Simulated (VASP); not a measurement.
# ZrB (I4/mmm) in VASP: a series of runs, part 3 of 3

VASP 6.6.1. Earlier steps stand in the parts before.

## 5. Single point, PBEsol

This run uses another cell than the first one, of the same volume but with other edges.

Contents of INCAR:

```
ALGO = Normal
EDIFF = 1E-6
ENCUT = 520
GGA = PS
ISIF = 2
ISMEAR = 0
LASPH = True
LCHARG = False
LREAL = False
LWAVE = False
NBANDS = 14
NELM = 80
PREC = Accurate
SIGMA = 0.15
```

Contents of KPOINTS:

```
k-points
0
Gamma
  20 20 20
```

Contents of POSCAR:

```
ZrB
1.0
    0.0000000000      2.1879087671      2.6254905206
    2.1879087671      0.0000000000      2.6254905206
    2.1879087671      2.1879087671      0.0000000000
Zr B
1 1
Direct
    0.0000000000      0.0000000000      0.0000000000
    0.5000000000      0.5000000000      0.5000000000
```

Potentials or basis: VASP PAW PBE potentials, release 64 (Zr_sv, B).

On the command line:

```sh
$ cat potpaw_PBE.64/Zr_sv/POTCAR potpaw_PBE.64/B/POTCAR > POTCAR
$ mpirun -np 1 vasp_std > vasp.out
```

OUTCAR:

```text
EDIFF = 1E-6
   ENCUT = 520
   GGA = PS
   ISIF = 2
   ISMEAR = 0
   LASPH = True
   LREAL = False
   NELM = 80
   PREC = Accurate

 ion  position               nearest neighbor table
   1  0.000  0.000  0.000-   2 2.19   2 2.19   2 2.19   2 2.19   2 2.63   2 2.63
   2  0.500  0.500  0.500-   1 2.19   1 2.19   1 2.19   1 2.19   1 2.63   1 2.63

  LATTYP: Found a body centered tetragonal cell.
 ALAT       =     3.0941702517
 C/A-ratio  =     1.6970562749

  Lattice vectors:

 A1 = (  -2.1879087671,   0.0000000000,   2.6254905206)
 A2 = (   2.1879087671,   0.0000000000,   2.6254905206)
 A3 = (   0.0000000000,   2.1879087671,  -2.6254905206)

Analysis of symmetry for initial positions (statically):
=====================================================================
 Subroutine PRICEL returns:
 Original cell was already a primitive cell.

 Routine SETGRP: Setting up the symmetry group for a
 body centered tetragonal supercell.

 Subroutine GETGRP returns: Found 16 space group operations
 (whereof 16 operations were pure point group operations)
 out of a pool of 16 trial point group operations.

The static configuration has the point symmetry D_4h.
[... 176 lines left out ...]
      6       9.4749      0.00002
      7      10.8446      0.00000
      8      11.6462      0.00000
      9      11.6462      0.00000
     10      11.9807      0.00000
     11      13.2169      0.00000
     12      13.2169      0.00000
     13      13.5607      0.00000
     14      20.3245      0.00000
[... 377 lines left out ...]
      1     -37.6328      2.00000
      2     -16.4743      2.00000
      3     -15.7158      2.00000
      4     -15.4712      2.00000
      5       3.7349      2.00000
      6       6.5701      2.00000
      7       7.2440      2.00000
      8       7.7954      2.00000
      9      13.6929      0.00000
     10      13.8826      0.00000
     11      15.4587      0.00000
     12      18.0706      0.00000
     13      19.6864      0.00000
     14      23.3625      0.00000

 [... further k-points ...]

------------------------ aborting loop because EDIFF is reached ----------------------------------------

  FORCE on cell =-STRESS in cart. coord.  units (eV):
  Direction    XX          YY          ZZ          XY          YZ          ZX
  --------------------------------------------------------------------------------------
  -------------------------------------------------------------------------------------
  Total        9.9755593      9.9755593     -2.0616784      0.0000000     -0.0000000      0.0000000
  in kB      635.8416458    635.8416458   -131.4112773      0.0000000     -0.0000000      0.0000000
  external PRESSURE =     380.0906714 kB  Pullay stress =       0.0000000 kB

 VOLUME and BASIS-vectors are now :
 -----------------------------------------------------------------------------
  energy-cutoff  :      520.00
  volume of cell :       25.14
      direct lattice vectors                 reciprocal lattice vectors
     0.000000000  2.187908767  2.625490521    -0.228528725  0.228528725  0.190440604
     2.187908767  0.000000000  2.625490521     0.228528725 -0.228528725  0.190440604
     2.187908767  2.187908767  0.000000000     0.228528725  0.228528725 -0.190440604

 POSITION                                       TOTAL-FORCE (eV/Angst)
 -----------------------------------------------------------------------------------
      0.00000      0.00000      0.00000         0.000000      0.000000      0.000000
      2.18791      2.18791      2.62549        -0.000000     -0.000000     -0.000000
 -----------------------------------------------------------------------------------
    total drift:                               -0.000000      0.000000      0.000000

  FREE ENERGIE OF THE ION-ELECTRON SYSTEM (eV)
  ---------------------------------------------------
  free  energy   TOTEN  =       -15.8428588734 eV

  energy  without entropy=      -15.8277000238  energy(sigma->0) =      -15.83527945
```

OSZICAR:

```text
N       E                     dE             d eps       ncg     rms          rms(c)
DAV:   1     0.980703654246E+02    0.98070E+02   -0.79347E+03 17964   0.104E+03
DAV:   2    -0.136351105355E+02   -0.11171E+03   -0.10552E+03 22136   0.287E+02
DAV:   3    -0.175436943952E+02   -0.39086E+01   -0.38653E+01 26572   0.454E+01
DAV:   4    -0.176185346432E+02   -0.74840E-01   -0.74816E-01 21522   0.583E+00
DAV:   5    -0.176203058259E+02   -0.17712E-02   -0.17712E-02 26602   0.608E-01    0.265E+01
DAV:   6    -0.158651561831E+02    0.17551E+01   -0.29626E+00 20646   0.142E+01    0.103E+01
DAV:   7    -0.158405119594E+02    0.24644E-01   -0.31048E-01 25082   0.398E+00    0.411E+00
DAV:   8    -0.158431930509E+02   -0.26811E-02   -0.33187E-02 22654   0.160E+00    0.223E-01
DAV:   9    -0.158428292351E+02    0.36382E-03   -0.18268E-03 20446   0.322E-01    0.124E-01
DAV:  10    -0.158428624348E+02   -0.33200E-04   -0.24441E-04 21200   0.183E-01    0.113E-02
DAV:  11    -0.158428596800E+02    0.27548E-05   -0.91855E-06 22630   0.268E-02    0.693E-03
DAV:  12    -0.158428588734E+02    0.80657E-06   -0.51165E-07 11158   0.757E-03
   1 F= -.15842859E+02 E0= -.15835279E+02  d E =-.151588E-01
```

It took 2 min on 1 thread of Intel Xeon Platinum 8488C (Sapphire Rapids), shared host; peak memory 0.34 GiB.

What came out:

- Free energy: -15.8429 eV
- Pressure: 38.0 GPa
- Band gap on the k mesh: zero (an odd number of electrons rules out a gap without spin polarisation)

Stress tensor (GPa, compression positive):
```
 63.58   0.00   0.00
  0.00  63.58   0.00
  0.00   0.00 -13.14
```

Levels at points of the mesh, in eV from the Fermi level:
```tsv
k point	band 5	band 6	band 7	band 8	band 9	band 10	band 11	band 12
(0.00, 0.00, 0.00)	-8.38	0.46	1.82	2.63	2.63	2.96	4.20	4.20
(0.50, 0.00, 0.00)	-4.33	-3.38	-2.10	-1.50	5.35	6.19	7.74	7.78
(0.50, 0.50, 0.00)	-6.74	-1.64	-1.24	3.36	3.36	5.35	6.59	6.59
(0.50, 0.00, 0.50)	-6.67	-1.21	0.55	1.74	2.76	4.94	5.34	7.87
```

Caveat: the stress differs along the axes, from -13 to 64 GPa; the PAW data sets were made with another functional, which shifts forces and pressure a little; an odd number of electrons without spin polarisation forces a metal; a magnetic or distorted state may lie lower.

## 6. Single point, PBEsol

This run uses another cell than the first one, of the same volume but with other edges.

Contents of INCAR:

```
ALGO = Normal ; EDIFF = 1E-6
ENCUT = 520 ; GGA = PS
ISIF = 2 ; ISMEAR = 0
LASPH = T ; LCHARG = F
LREAL = F ; LWAVE = F
NBANDS = 14 ; NELM = 60
PREC = Accurate ; SIGMA = 0.15
```

KPOINTS is that of step 5.

Contents of POSCAR:

```
ZrB
1.0
    0.0000000000      2.5257561725      1.9700898145
    2.5257561725      0.0000000000      1.9700898145
    2.5257561725      2.5257561725      0.0000000000
Zr B
1 1
Direct
    0.0000000000      0.0000000000      0.0000000000
    0.5000000000      0.5000000000      0.5000000000
```

Potentials or basis: VASP PAW PBE potentials, release 64 (Zr_sv, B).

On the command line:

```sh
$ cat potpaw_PBE.64/Zr_sv/POTCAR potpaw_PBE.64/B/POTCAR > POTCAR
$ mpirun -np 1 vasp_std > vasp.out
```

OUTCAR:

```text
EDIFF = 1E-6
   ENCUT = 520
   GGA = PS
   ISIF = 2
   ISMEAR = 0
   LASPH = T
   LREAL = F
   NELM = 60
   PREC = Accurate

 ion  position               nearest neighbor table
   1  0.000  0.000  0.000-   2 1.97   2 1.97   2 2.53   2 2.53   2 2.53   2 2.53
   2  0.500  0.500  0.500-   1 1.97   1 1.97   1 2.53   1 2.53   1 2.53   1 2.53

  LATTYP: Found a body centered tetragonal cell.
 ALAT       =     3.5719586344
 C/A-ratio  =     1.1030865786

  Lattice vectors:

 A1 = (   0.0000000000,  -2.5257561725,  -1.9700898145)
 A2 = (   0.0000000000,   2.5257561725,  -1.9700898145)
 A3 = (   2.5257561725,   0.0000000000,   1.9700898145)

Analysis of symmetry for initial positions (statically):
=====================================================================
 Subroutine PRICEL returns:
 Original cell was already a primitive cell.

 Routine SETGRP: Setting up the symmetry group for a
 body centered tetragonal supercell.

 Subroutine GETGRP returns: Found 16 space group operations
 (whereof 16 operations were pure point group operations)
 out of a pool of 16 trial point group operations.

The static configuration has the point symmetry D_4h.

Analysis of symmetry for dynamics (positions and initial velocities):
[... 175 lines left out ...]
      8      11.1031      0.00000
      9      11.7244      0.00000
     10      12.0992      0.00000
     11      12.0992      0.00000
     12      12.7359      0.00000
     13      15.0597      0.00000
     14      20.6764      0.00000
[... 377 lines left out ...]
      1     -37.8036      2.00000
      2     -16.6842      2.00000
      3     -15.7719      2.00000
      4     -15.7637      2.00000
      5       3.4989      2.00000
      6       6.2368      2.00000
      7       7.1349      2.00000
      8       8.9892      2.00000
      9      13.6010      0.00000
     10      13.8305      0.00000
     11      15.0096      0.00000
     12      19.0493      0.00000
     13      19.0638      0.00000
     14      20.6928      0.00000

 [... further k-points ...]

------------------------ aborting loop because EDIFF is reached ----------------------------------------

  FORCE on cell =-STRESS in cart. coord.  units (eV):
  Direction    XX          YY          ZZ          XY          YZ          ZX
  --------------------------------------------------------------------------------------
  -------------------------------------------------------------------------------------
  Total        0.5874953      0.5874953     17.8163996      0.0000000      0.0000000      0.0000000
  in kB       37.4469186     37.4469186   1135.6164116      0.0000000      0.0000000      0.0000000
  external PRESSURE =     403.5034162 kB  Pullay stress =       0.0000000 kB

 VOLUME and BASIS-vectors are now :
 -----------------------------------------------------------------------------
  energy-cutoff  :      520.00
  volume of cell :       25.14
      direct lattice vectors                 reciprocal lattice vectors
     0.000000000  2.525756172  1.970089815    -0.197960518  0.197960518  0.253795536
     2.525756172  0.000000000  1.970089815     0.197960518 -0.197960518  0.253795536
     2.525756172  2.525756172  0.000000000     0.197960518  0.197960518 -0.253795536

 POSITION                                       TOTAL-FORCE (eV/Angst)
 -----------------------------------------------------------------------------------
      0.00000      0.00000      0.00000        -0.000000      0.000000     -0.000000
      2.52576      2.52576      1.97009         0.000000     -0.000000      0.000000
 -----------------------------------------------------------------------------------
    total drift:                                0.000000     -0.000000     -0.000000

  FREE ENERGIE OF THE ION-ELECTRON SYSTEM (eV)
  ---------------------------------------------------
  free  energy   TOTEN  =       -15.2412666034 eV

  energy  without entropy=      -15.2313980326  energy(sigma->0) =      -15.23633232
```

OSZICAR:

```text
N       E                     dE             d eps       ncg     rms          rms(c)
DAV:   1     0.100156226093E+03    0.10016E+03   -0.79068E+03 17994   0.104E+03
DAV:   2    -0.132027565115E+02   -0.11336E+03   -0.10679E+03 22376   0.289E+02
DAV:   3    -0.172275398579E+02   -0.40248E+01   -0.39732E+01 26250   0.460E+01
DAV:   4    -0.173105961573E+02   -0.83056E-01   -0.82992E-01 21610   0.624E+00
DAV:   5    -0.173127268064E+02   -0.21306E-02   -0.21306E-02 26036   0.681E-01    0.288E+01
DAV:   6    -0.152498881859E+02    0.20628E+01   -0.36358E+00 20832   0.156E+01    0.105E+01
DAV:   7    -0.152355719993E+02    0.14316E-01   -0.36386E-01 24188   0.429E+00    0.437E+00
DAV:   8    -0.152421551539E+02   -0.65832E-02   -0.48379E-02 24478   0.191E+00    0.490E-01
DAV:   9    -0.152412583983E+02    0.89676E-03   -0.18681E-03 20408   0.395E-01    0.149E-01
DAV:  10    -0.152412726378E+02   -0.14239E-04   -0.41243E-04 19598   0.234E-01    0.383E-02
DAV:  11    -0.152412672612E+02    0.53766E-05   -0.30357E-05 20120   0.616E-02    0.435E-03
DAV:  12    -0.152412666034E+02    0.65771E-06   -0.65977E-07 13958   0.814E-03
   1 F= -.15241267E+02 E0= -.15236332E+02  d E =-.986857E-02
```

stdout:

```text
POSCAR found type information on POSCAR ZrB
 POSCAR found :  2 types and       2 ions
 scaLAPACK will be used
 -----------------------------------------------------------------------------
|                                                                             |
|                                                                             |
|     You enforced a specific xc type in the INCAR file but a different       |
|     I HOPE YOU KNOW WHAT YOU ARE DOING!                                     |
|                                                                             |
 -----------------------------------------------------------------------------

 LDA part: xc-table for (Slater+PW92), standard interpolation
 POSCAR, INCAR and KPOINTS ok, starting setup
 FFT: planning ... GRIDC
 FFT: planning ... GRID_SOFT
 FFT: planning ... GRID
 WAVECAR not read
 entering main loop
```

Wall time 85 s (1 thread of Intel Xeon Platinum 8488C (Sapphire Rapids), shared host); peak memory 0.34 GiB.

Results:

| Quantity | Value |
| --- | --- |
| Free energy | -15.2413 eV |
| Pressure | 40.4 GPa |
| Band gap on the k mesh | zero (an odd number of electrons rules out a gap without spin polarisation) |

Stress tensor (GPa, compression positive):
```
  3.74   0.00   0.00
  0.00   3.74   0.00
  0.00   0.00 113.56
```

Caveat: the stress differs along the axes, from 4 to 114 GPa; the PAW data sets were made with another functional, which shifts forces and pressure a little; an odd number of electrons without spin polarisation forces a metal; a magnetic or distorted state may lie lower.

## 7. The runs side by side

```tsv
cell	gap on the mesh (eV)	pressure (GPa)
a = 3.196, b = 3.196, c = 3.691 Å, angles 54.7, 54.7, 70.5°, 2 atoms	none	54.5
a = 3.587, b = 3.587, c = 2.929 Å, angles 65.9, 65.9, 48.2°, 2 atoms	none	58.9
a = 3.221, b = 3.221, c = 3.471 Å, angles 57.4, 57.4, 65.2°, 2 atoms	none	33.3
a = 3.418, b = 3.418, c = 3.094 Å, angles 63.1, 63.1, 53.8°, 2 atoms	none	38.0
a = 3.203, b = 3.203, c = 3.572 Å, angles 56.1, 56.1, 67.8°, 2 atoms	none	40.4
```

Alike in all rows: task single point; level PBEsol; potentials or basis VASP PAW PBE potentials, release 64 (Zr_sv, B); no spin polarisation; k mesh 20 × 20 × 20; cutoff (eV) 520; smearing gaussian 0.15 eV.

Caveats: the PAW data sets were made with another functional, which shifts forces and pressure a little; an odd number of electrons without spin polarisation forces a metal; a magnetic or distorted state may lie lower; the stress differs along the axes, from -4 to 172 GPa (at least some runs); the stress differs along the axes, from -25 to 101 GPa (at least some runs); the stress differs along the axes, from 11 to 77 GPa (at least some runs); the stress differs along the axes, from -13 to 64 GPa (at least some runs).

Absolute energies hang on the potentials; compare differences alone.
